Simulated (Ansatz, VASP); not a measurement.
**One calculation of Te2Mo, two programs**

```
CELL_PARAMETERS angstrom
6.35025 0.00000 -0.09435
0.00000 3.46176 0.00000
-0.77172 0.00000 13.27312
ATOMIC_POSITIONS crystal
Te 0.41204 0.00000 0.89323
Te 0.58796 0.50000 0.10677
Te 0.90348 0.50000 0.84462
Te 0.09652 0.00000 0.15538
Te 0.44407 0.50000 0.65470
Te 0.55593 0.00000 0.34530
Te 0.94700 0.00000 0.60731
Te 0.05300 0.50000 0.39269
Mo 0.81724 0.00000 0.99224
Mo 0.18276 0.50000 0.00776
Mo 0.68075 0.50000 0.49376
Mo 0.31925 0.00000 0.50624
```

Alike in both runs: functional PBE; dispersion D3(BJ); k mesh 6 × 10 × 4; occupations fermi-dirac, width 0.15 eV; no spin polarisation.

Ansatz relaxed the structure, and its values are those at the end. VASP's run is a single point on that final structure, the one shown.

|  | VASP | Ansatz |
| --- | --- | --- |
| version | VASP 6.6.1 | Ansatz 0.2.0 |
| potentials or method | VASP PAW PBE potentials, release 64 (Te, Mo_sv), cutoff 500 eV | scalar-relativistic, plane waves, PAW |
| valence electrons in the cell | 104 | 184 |

|  | VASP | Ansatz | Ansatz less VASP |
| --- | --- | --- | --- |
| gap on the k mesh at the Fermi level (eV) | none | none | - |
| pressure (GPa) | 0.0 | 0.0 | 0.00 |
| rms of the force components (eV/Å) | 0.006 | 0.000 | -0.0058 |

A gap of «none» marks a metal or a gap that the smearing closes. VASP's potentials hold 104 valence electrons a cell and Ansatz's 184, so a difference there can come from the potentials and not from the codes.

Spin-orbit coupling is off throughout.
